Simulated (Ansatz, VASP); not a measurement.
**One calculation of HfSi3, two programs**

```
Hf Si
1.0
     3.97351    0.00000    0.00000
     0.00000    4.05298    0.00000
     0.00000    0.00000    3.97351
Hf Si
1 3
Direct
  0.00000 0.00000 0.00000
  0.00000 0.50000 0.50000
  0.50000 0.50000 0.00000
  0.50000 0.00000 0.50000
```

Change from the starting cell: strain e2 = +0.02, atoms carried along.

Alike in both runs: task single point; functional PBE; k mesh 8 × 8 × 8; occupations gaussian, width 0.05 eV; no spin polarisation.

|  | VASP | Ansatz |
| --- | --- | --- |
| version | VASP 6.6.1 | Ansatz 0.2.0 |
| potentials or method | VASP PAW PBE potentials, release 64 (Hf_pv, Si), cutoff 520 eV | scalar-relativistic, plane waves, PAW |
| valence electrons in the cell | 22 | 38 |

|  | VASP | Ansatz | Ansatz less VASP |
| --- | --- | --- | --- |
| gap on the k mesh at the Fermi level (eV) | none | none | - |
| pressure (GPa) | -2.3 | -2.0 | +0.27 |
| traceless stress, the component that is largest in VASP (GPa) | -0.17 | -0.13 | +0.045 |

A gap of «none» marks a metal or a gap that the smearing closes. VASP's potentials hold 22 valence electrons a cell and Ansatz's 38, so a difference there can come from the potentials and not from the codes.

Spin-orbit coupling is off throughout.
